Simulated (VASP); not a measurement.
Write the native input for VASP 6.6.1 that does the following.

```yaml
Task: single point
Functional: r2SCAN
Potentials_or_basis: VASP PAW PBE potentials, release 64 (Bi_d)
Cutoff: 520 eV
k_mesh: 12 × 12 × 4
Occupations: gaussian, width 0.15 eV
Spin: no spin polarisation
Dipole_correction: no
Further_INCAR_settings: ALGO = Normal; EDIFF = 1e-06; NBANDS = 22
```

Bi:

```
Bi
1.0
     4.53900    0.00000   -0.13617
    -2.26950    3.93089    0.06809
    -0.35487    0.00000   11.82900
Bi
2
Direct
  0.33333 0.66667 0.25000
  0.66667 0.33333 0.75000
```

This cell differs from its parent crystal: strain -0.0600 x Voigt [0, 0, 0, 0, 1, 0].

The input as run:

POSCAR

```
Bi
1.0
    4.5390002997      0.0000000000     -0.1361700090
   -2.2695001499      3.9308895673      0.0680850045
   -0.3548700000      0.0000000000     11.8290000000
Bi
2
Direct
    0.3333333333      0.6666666667      0.2500000000
    0.6666666667      0.3333333333      0.7500000000
```

INCAR.step1

```
SYSTEM = Bi
ALGO     = Normal         ! electronic algorithm
EDIFF    = 1E-4           ! SCF threshold, eV
ENCUT    = 520            ! plane-wave cutoff, eV
GGA      = PE             ! functional
ISMEAR   = 0              ! smearing method
LASPH    = .TRUE.         ! aspherical terms in the spheres
LCHARG   = .FALSE.        ! write CHGCAR
LREAL    = .FALSE.        ! projectors in reciprocal space
LWAVE    = .TRUE.         ! write WAVECAR
NBANDS   = 22             ! bands
NELM     = 60             ! most SCF steps
PREC     = Accurate       ! precision mode
SIGMA    = 0.15           ! smearing width, eV
```

INCAR.step2

```
SYSTEM = Bi
ALGO     = Normal         ! electronic algorithm
EDIFF    = 1E-6           ! SCF threshold, eV
ENCUT    = 520            ! plane-wave cutoff, eV
ISIF     = 2              ! what is computed and relaxed
ISMEAR   = 0              ! smearing method
ISTART   = 1            
LASPH    = .TRUE.         ! aspherical terms in the spheres
LCHARG   = .FALSE.        ! write CHGCAR
LMIXTAU  = .TRUE.       
LREAL    = .FALSE.        ! projectors in reciprocal space
LWAVE    = .FALSE.        ! write WAVECAR
METAGGA  = R2SCAN         ! meta-GGA
NBANDS   = 22             ! bands
NELM     = 60             ! most SCF steps
PREC     = Accurate       ! precision mode
SIGMA    = 0.15           ! smearing width, eV
```

KPOINTS

```
k-points
0
G
  12 12 4
  0 0 0
```

Potentials or basis: VASP PAW PBE potentials, release 64 (Bi_d).

Launch:

```console
$ cat potpaw_PBE.64/Bi_d/POTCAR > POTCAR
$ cp INCAR.step1 INCAR
$ mpirun -np 1 vasp_std > vasp.out
$ cp INCAR.step2 INCAR
$ mpirun -np 1 vasp_std > vasp.out
```

It gave:

```
Pressure               : -3.5 GPa
Band gap on the k mesh : zero (bands 15 and 16 overlap by 2.26 eV)
```

Caveat: the cell differs from its parent crystal (strain -0.0600 x Voigt [0, 0, 0, 0, 1, 0]); the cell stands under tension; the PAW data sets were made with another functional, which shifts forces and pressure a little; spin-orbit coupling is left out, which moves the levels of the heavy elements.

It took 70 min on 1 thread of Oxide Virtual Turin-like Processor (shared host), peak memory 0.75 GiB.
